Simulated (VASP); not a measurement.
# Si47C48 (a cell with a defect) in VASP: single point with PBEsol

Aim: the single point of Si47C48 (a cell with a defect) with PBEsol.

Program: VASP 6.6.1. These are calculated values, not measurements. Logs are shortened: lines on timing, memory, paths and dates and some standing lists are left out, and cuts for length are marked.

### Step 1. The cell of the first run

The cell holds a defect, 95 atoms: a = 9.234 Å, b = 10.663 Å, c = 10.076 Å, α = 90.00°, β = 90.00°, γ = 90.00°.

### Step 2. Single point, PBEsol

File INCAR:

```
SYSTEM = Si47C48
ALGO = Normal
EDIFF = 1E-7
ENCUT = 520
GGA = PS
ISIF = 2
ISMEAR = -1
ISYM = 0
LASPH = .TRUE.
LCHARG = .FALSE.
LREAL = Auto
LWAVE = .FALSE.
NBANDS = 243
NELECT = 378.0
NELM = 80
PREC = Accurate
SIGMA = 0.05
```

File KPOINTS:

```
Automatic mesh
0
Gamma
  1 1 1
  0.25 0.25 0.25
```

File POSCAR:

```
Si47C48
1.0
    9.2342040000      0.0000000000      0.0000000000
    0.0000000000     10.6627400000      0.0000000000
    0.0000000000      0.0000000000     10.0759470000
Si C
47 48
Direct
    0.9997060000      0.9986970000      0.5011410000
    0.3336200000      0.9986460000      0.5004130000
    0.1692260000      0.2473460000      0.5023340000
    0.9983830000      0.5044220000      0.5032230000
    0.6667260000      0.9995920000      0.5007440000
    0.4979390000      0.2481710000      0.5024150000
    0.1632860000      0.7487470000      0.5027610000
    0.8330410000      0.2495980000      0.5005130000
    0.6656610000      0.5033780000      0.5028890000
    0.5025710000      0.7490450000      0.5024820000
    0.8327440000      0.7514180000      0.5005430000
    0.0005300000      0.1667640000      0.2488260000
    0.3339680000      0.1661280000      0.2489900000
    0.1665520000      0.4167790000      0.2474710000
    0.9998510000      0.6672630000      0.2493710000
    0.6672640000      0.1667580000      0.2491680000
    0.5017750000      0.4160270000      0.2485400000
    0.3336490000      0.6672950000      0.2484300000
    0.1672210000      0.9166490000      0.2491770000
    0.8337000000      0.4165080000      0.2484020000
    0.6673800000      0.6669710000      0.2492220000
    0.5003520000      0.9166600000      0.2493910000
    0.8337760000      0.9171780000      0.2496440000
    0.1664740000      0.0820800000      0.7506340000
    0.9995170000      0.3330240000      0.7501190000
    0.5001770000      0.0820800000      0.7507490000
    0.3334840000      0.3295860000      0.7488730000
    0.1631330000      0.5850400000      0.7497120000
    0.9988930000      0.8339980000      0.7509620000
    0.8333280000      0.0833560000      0.7503170000
    0.6671270000      0.3330410000      0.7502650000
    0.5034140000      0.5852500000      0.7497610000
    0.3331310000      0.8335490000      0.7505890000
    0.8330480000      0.5845230000      0.7512320000
    0.6673720000      0.8341330000      0.7508700000
    0.9999650000      0.0001390000      0.9998720000
    0.3336200000      0.0001520000      0.9999910000
    0.1661650000      0.2494950000      0.9987080000
    0.9992700000      0.4997910000      0.9988610000
    0.6670690000      0.0002490000      0.0001110000
    0.5012090000      0.2493280000      0.9988430000
    0.3338590000      0.5001010000      0.9987050000
    0.1666040000      0.7509710000      0.9993250000
    0.8334750000      0.2496100000      0.9995240000
    0.6677990000      0.4997420000      0.9992360000
    0.5005120000      0.7510650000      0.9993290000
    0.8334910000      0.7505190000      0.0003860000
    0.0003590000      0.0000690000      0.1871890000
    0.3336850000      0.9997860000      0.1871720000
    0.1676980000      0.2497690000      0.1865180000
    0.0002820000      0.5008650000      0.1863700000
    0.6670000000      0.0000910000      0.1874130000
    0.5000760000      0.2494180000      0.1861100000
    0.3341980000      0.4997940000      0.1885890000
    0.1661950000      0.7499850000      0.1867540000
    0.8338210000      0.2500920000      0.1869900000
    0.6674680000      0.5006410000      0.1864990000
    0.5010090000      0.7499520000      0.1867960000
    0.8336190000      0.7504240000      0.1874980000
    0.9997360000      0.0000160000      0.6874690000
    0.3332770000      0.9995830000      0.6873100000
    0.1662300000      0.2490750000      0.6880340000
    0.9989620000      0.5002180000      0.6884600000
    0.6667370000      0.0000910000      0.6871600000
    0.5005990000      0.2488940000      0.6882560000
    0.3332770000      0.4999120000      0.7107970000
    0.1658540000      0.7505680000      0.6885280000
    0.8333030000      0.2499900000      0.6870510000
    0.6675240000      0.5001410000      0.6884540000
    0.5004210000      0.7507220000      0.6883560000
    0.8330670000      0.7503950000      0.6874500000
    0.0008660000      0.1663330000      0.4370080000
    0.3337640000      0.1655090000      0.4374070000
    0.1482450000      0.4082390000      0.4323920000
    0.9986590000      0.6678930000      0.4376070000
    0.6671970000      0.1669620000      0.4371720000
    0.5181280000      0.4078170000      0.4328440000
    0.3326420000      0.6831330000      0.4328690000
    0.1673800000      0.9161250000      0.4372170000
    0.8338120000      0.4160830000      0.4367740000
    0.6673850000      0.6673810000      0.4374690000
    0.5001750000      0.9164900000      0.4374710000
    0.8334810000      0.9176660000      0.4375250000
    0.1668060000      0.0829320000      0.9379270000
    0.0000380000      0.3333430000      0.9377190000
    0.5002150000      0.0829100000      0.9379640000
    0.3335910000      0.3333550000      0.9389050000
    0.1669570000      0.5834560000      0.9394130000
    0.9997940000      0.8336070000      0.9381250000
    0.8334950000      0.0833470000      0.9378550000
    0.6671450000      0.3333650000      0.9377470000
    0.5005440000      0.5836470000      0.9393370000
    0.3334320000      0.8334960000      0.9380480000
    0.8336000000      0.5838900000      0.9380960000
    0.6671440000      0.8337450000      0.9382150000
```

Potentials or basis: VASP PAW PBE potentials, release 64 (Si, C).

Run with:

```bash
$ cat potpaw_PBE.64/Si/POTCAR potpaw_PBE.64/C/POTCAR > POTCAR
$ mpirun -np 1 vasp_std > vasp.out
```

OUTCAR:

```text
SYSTEM = Si47C48
   EDIFF = 1E-7
   ENCUT = 520
   GGA = PS
   ISIF = 2
   ISMEAR = -1
   ISYM = 0
   LASPH = .TRUE.
   LREAL = Auto
   NELECT = 378.0
   NELM = 80
   PREC = Accurate

 ion  position               nearest neighbor table
   1  1.000  0.999  0.501-  83 1.87  60 1.88  79 1.89  72 1.90  11 3.05   7 3.06  29 3.07   5 3.07
                            30 3.08   3 3.08  24 3.08   2 3.08  23 3.09   8 3.09  19 3.10  12 3.11
   2  0.334  0.999  0.500-  82 1.88  79 1.88  61 1.88  73 1.89   3 3.06   6 3.06  33 3.07   5 3.08
                             1 3.08  10 3.09  26 3.09  24 3.09  22 3.09  19 3.09   7 3.09  13 3.10
   3  0.169  0.247  0.502-  74 1.86  73 1.87  62 1.87  72 1.90   6 3.04  27 3.04   2 3.06  24 3.06
                             1 3.08  25 3.09  13 3.10   8 3.10  12 3.11  14 3.14
   4  0.998  0.504  0.503-  75 1.86  74 1.86  63 1.87  80 1.91   7 3.02  28 3.04  11 3.05  34 3.05
                             9 3.07  25 3.09  15 3.09   8 3.12  20 3.13
   5  0.667  1.000  0.501-  64 1.88  83 1.88  82 1.89  76 1.90  11 3.06  10 3.07   1 3.07   6 3.07
                             2 3.08  35 3.08   8 3.08  26 3.08  30 3.08  23 3.09  22 3.09  16 3.10
   6  0.498  0.248  0.502-  77 1.85  73 1.87  65 1.87  76 1.90   3 3.04  27 3.04   2 3.06  26 3.07
                             5 3.07  31 3.08   8 3.09  13 3.09  16 3.12  17 3.12   9 3.13
   7  0.163  0.749  0.503-  78 1.85  75 1.87  67 1.87  79 1.90   4 3.02  28 3.04  11 3.05   1 3.06
                            29 3.06  33 3.08  15 3.09   2 3.09  19 3.12  18 3.13  10 3.13
   8  0.833  0.250  0.501-  76 1.88  68 1.88  80 1.89  72 1.90   5 3.08  31 3.08  30 3.08  25 3.08
                             1 3.09  16 3.09   6 3.09  12 3.10  20 3.10   3 3.10   9 3.12   4 3.12
   9  0.666  0.503  0.503-  77 1.84  81 1.87  69 1.87  80 1.93  10 3.02  32 3.03  11 3.06  34 3.07
                             4 3.07  31 3.08  21 3.09   8 3.12  17 3.12   6 3.13  20 3.14
  10  0.503  0.749  0.502-  78 1.86  81 1.87  70 1.87  82 1.90   9 3.02  32 3.04  11 3.05  35 3.07
                             5 3.07  33 3.08   2 3.09  21 3.10  22 3.11  18 3.12   7 3.13
  11  0.833  0.751  0.501-  81 1.88  75 1.88  83 1.88  71 1.88   4 3.05  10 3.05   7 3.05   1 3.05
                             5 3.06   9 3.06  35 3.08  29 3.08  23 3.08  34 3.09  21 3.09  15 3.10
  12  0.001  0.167  0.249-  48 1.88  56 1.88  50 1.89  72 1.90  36 3.07  23 3.07  14 3.08  20 3.08
                            38 3.08  44 3.08  16 3.08  13 3.08  19 3.08   8 3.10   1 3.11   3 3.11
  13  0.334  0.166  0.249-  49 1.88  53 1.88  50 1.88  73 1.90  37 3.07  22 3.07  19 3.07  16 3.08
                            12 3.08  17 3.08  41 3.09  14 3.09  38 3.09   6 3.09   3 3.10   2 3.10
  14  0.167  0.417  0.247-  74 1.87  54 1.88  51 1.88  50 1.88  39 3.07  20 3.07  12 3.08  42 3.08
                            38 3.08  15 3.08  18 3.08  13 3.09  17 3.10   3 3.14
  15  1.000  0.667  0.249-  59 1.88  55 1.88  51 1.88  75 1.90  21 3.07  47 3.07  23 3.07  19 3.08
                            18 3.08  20 3.08  14 3.08  43 3.08   7 3.09   4 3.09  39 3.09  11 3.10
  16  0.667  0.167  0.249-  52 1.88  56 1.88  53 1.89  76 1.89  17 3.07  23 3.07  40 3.07  20 3.07
                            44 3.08  12 3.08  13 3.08  22 3.08  41 3.08   8 3.09   5 3.10   6 3.12
  17  0.502  0.416  0.249-  77 1.87  57 1.88  53 1.88  54 1.89  20 3.07  16 3.07  45 3.08  41 3.08
                            21 3.08  13 3.08  42 3.09  14 3.10  18 3.10   9 3.12   6 3.12
  18  0.334  0.667  0.248-  78 1.87  58 1.88  54 1.89  55 1.89  19 3.07  22 3.07  46 3.08  43 3.08
[... 394 lines left out ...]
   LORBIT       =      0    0 simple, 1 ext, 2 COOP (PROOUT), +10 PAW based schemes
   GGA     = PS    functional components
   LHFCALC =     F    Hartree Fock is set to
   AEXX    =    0.0000 exact exchange contribution
   IVDW    =     0    specifies the selected vdW correction
   LEPSILON=     F    determine dielectric tensor
   LRPA    =     F    only Hartree local field effects (RPA)
 non-spin polarized calculation
  energy-cutoff  :      520.00
  volume of cell :      992.10
 maximum number of plane-waves:     26706
 NGX is ok and might be reduce to    70
   NGX = 35   NGY = 39   NGZ = 37

 number of electron     378.0000015 magnetization

 Free energy of the ion-electron system (eV)
  ---------------------------------------------------
  ext. energy  EPLUGINS =         0.00000000
  ---------------------------------------------------
  free energy    TOTEN  =      -766.28009076 eV

  energy without entropy =     -766.25261611  energy(sigma->0) =     -766.26635343

 E-fermi :   7.8273     XC(G=0): -11.4120

 val. band max:        7.6561961178   @ k =  -0.2500   0.2500  -0.2500
 cond. band min:       7.9952379956   @ k =   0.2500  -0.2500  -0.2500
 fundamental gap:      0.3390418778
 Fermi energy:         7.8273112924

 k-point     1 :       0.2500    0.2500    0.2500
  band No.  band energies     occupation
      1      -7.3223      2.00000
      2      -6.8072      2.00000
      3      -6.7316      2.00000
      4      -6.5877      2.00000
      5      -6.2115      2.00000
      6      -6.1034      2.00000
[... 805 lines left out ...]
    200      11.4539      0.00000
    201      11.5800      0.00000
 [bands above 201 left out]

------------------------ aborting loop because EDIFF is reached ----------------------------------------

  FORCE on cell =-STRESS in cart. coord.  units (eV):
  Direction    XX          YY          ZZ          XY          YZ          ZX
  --------------------------------------------------------------------------------------
  -------------------------------------------------------------------------------------
  Total      -17.2997465    -17.5082024    -15.2090601      0.5512959      0.0731499      0.2405051
  in kB      -27.9380546    -28.2746985    -24.5617214      0.8903098      0.1181327      0.3884013
  external PRESSURE =     -26.9248248 kB  Pullay stress =       0.0000000 kB

 VOLUME and BASIS-vectors are now :
 -----------------------------------------------------------------------------
  energy-cutoff  :      520.00
  volume of cell :      992.10
      direct lattice vectors                 reciprocal lattice vectors
     9.234204000  0.000000000  0.000000000     0.108293037  0.000000000  0.000000000
     0.000000000 10.662740000  0.000000000     0.000000000  0.093784524  0.000000000
     0.000000000  0.000000000 10.075947000     0.000000000  0.000000000  0.099246254

 POSITION                                       TOTAL-FORCE (eV/Angst)
 -----------------------------------------------------------------------------------
      9.23149     10.64885      5.04947         0.079580      0.075266     -0.024523
      3.08072     10.64830      5.04213        -0.010697     -0.001829      0.005018
      1.56267      2.63739      5.06149        -0.018717      0.137726     -0.025102
      9.21927      5.37852      5.07045         0.244890     -0.136831     -0.071020
      6.15668     10.65839      5.04547         0.073319     -0.043886      0.044811
      4.59807      2.64618      5.06231        -0.010873     -0.119088      0.032770
[... 87 lines left out ...]
      7.69763      6.22587      9.45221        -0.036711      0.015407      0.005986
      6.16054      8.89001      9.45340         0.008682     -0.005490     -0.011358
 -----------------------------------------------------------------------------------
    total drift:                                0.011644     -0.002855      0.042075

  FREE ENERGIE OF THE ION-ELECTRON SYSTEM (eV)
  ---------------------------------------------------
  free  energy   TOTEN  =      -766.2800907567 eV

  energy  without entropy=     -766.2526161063  energy(sigma->0) =     -766.26635343
```

Run time: 31 min. Hardware: 1 thread of Intel Xeon Platinum 8259CL at 2.50GHz (Skylake/Cascade Lake), shared host; peak memory 1.2 GiB.

What came out:

```
Free energy   : -766.2801 eV
Largest force : 0.289 eV/Å
```

Forces on the atoms (eV/Å):
```
Si   0.080  0.075 -0.025
Si  -0.011 -0.002  0.005
Si  -0.019  0.138 -0.025
Si   0.245 -0.137 -0.071
Si   0.073 -0.044  0.045
Si  -0.011 -0.119  0.033
Si   0.030  0.018  0.018
Si   0.203  0.013 -0.019
Si   0.211  0.097  0.043
Si   0.003 -0.018  0.016
Si   0.027 -0.018  0.016
Si   0.003  0.011  0.034
Si  -0.037  0.023  0.023
Si  -0.056 -0.041  0.115
Si  -0.005 -0.033 -0.017
Si  -0.013  0.012 -0.041
Si  -0.060  0.035 -0.092
Si  -0.006 -0.012 -0.020
Si  -0.028  0.026  0.007
Si   0.064  0.003  0.006
Si  -0.012  0.019  0.011
Si  -0.019  0.020 -0.013
Si  -0.013  0.011 -0.006
Si   0.015  0.020  0.001
Si   0.024 -0.006 -0.010
Si  -0.009 -0.008 -0.018
Si  -0.018  0.001  0.037
Si   0.023  0.016 -0.004
Si   0.020 -0.002  0.002
Si  -0.023 -0.005 -0.006
Si  -0.009 -0.011  0.001
Si  -0.021  0.001 -0.004
Si   0.015  0.006 -0.013
Si   0.034 -0.019 -0.012
Si  -0.014  0.007  0.004
Si   0.008  0.005  0.014
Si  -0.027  0.000 -0.003
Si  -0.008 -0.024  0.043
Si   0.032 -0.003  0.044
Si   0.004 -0.009 -0.009
Si  -0.026  0.009 -0.021
Si  -0.003 -0.013  0.003
Si  -0.005  0.021 -0.006
Si   0.029  0.007  0.004
Si   0.005  0.007 -0.017
Si  -0.018  0.025  0.003
Si  -0.002  0.008  0.002
C    0.014 -0.008  0.001
C    0.022 -0.022  0.005
C   -0.006 -0.032 -0.065
C   -0.043  0.004 -0.007
C    0.005 -0.003  0.007
C    0.023  0.006  0.063
C    0.021  0.017 -0.001
C    0.020 -0.020 -0.017
C   -0.009 -0.001  0.007
C   -0.019 -0.005  0.013
C   -0.004 -0.011 -0.017
C   -0.010 -0.002 -0.009
C    0.010 -0.017 -0.022
C    0.011  0.000  0.003
C   -0.004 -0.020  0.021
C   -0.037  0.021  0.022
C    0.018  0.008  0.014
C    0.005  0.025 -0.021
C    0.008  0.012 -0.035
C   -0.017  0.016 -0.010
C    0.005  0.006  0.004
C   -0.027  0.000 -0.024
C    0.017 -0.006  0.002
C    0.004  0.015 -0.002
C   -0.127  0.006  0.033
C    0.022 -0.013 -0.017
C   -0.085 -0.015  0.053
C   -0.038  0.012 -0.015
C   -0.132 -0.054 -0.014
C   -0.054  0.008 -0.046
C    0.080 -0.015  0.039
C   -0.045  0.011  0.040
C   -0.143 -0.017  0.005
C   -0.035 -0.006  0.002
C   -0.033 -0.007 -0.027
C   -0.073  0.019  0.001
C    0.005  0.008  0.002
C   -0.016 -0.002 -0.011
C    0.019  0.000  0.000
C    0.026 -0.010 -0.022
C   -0.027  0.004 -0.027
C   -0.003 -0.017  0.009
C   -0.005  0.005 -0.001
C   -0.002  0.007  0.000
C    0.000 -0.012 -0.014
C    0.014 -0.018  0.005
C   -0.037  0.015  0.006
C    0.009 -0.005 -0.011
```

Caveat: the cell carries a net charge on a neutralising background, which shifts energy and pressure; the cell is charged against a uniform background, so pressure and absolute levels hang on convention; the PAW data sets were made with another functional, which shifts forces and pressure a little.
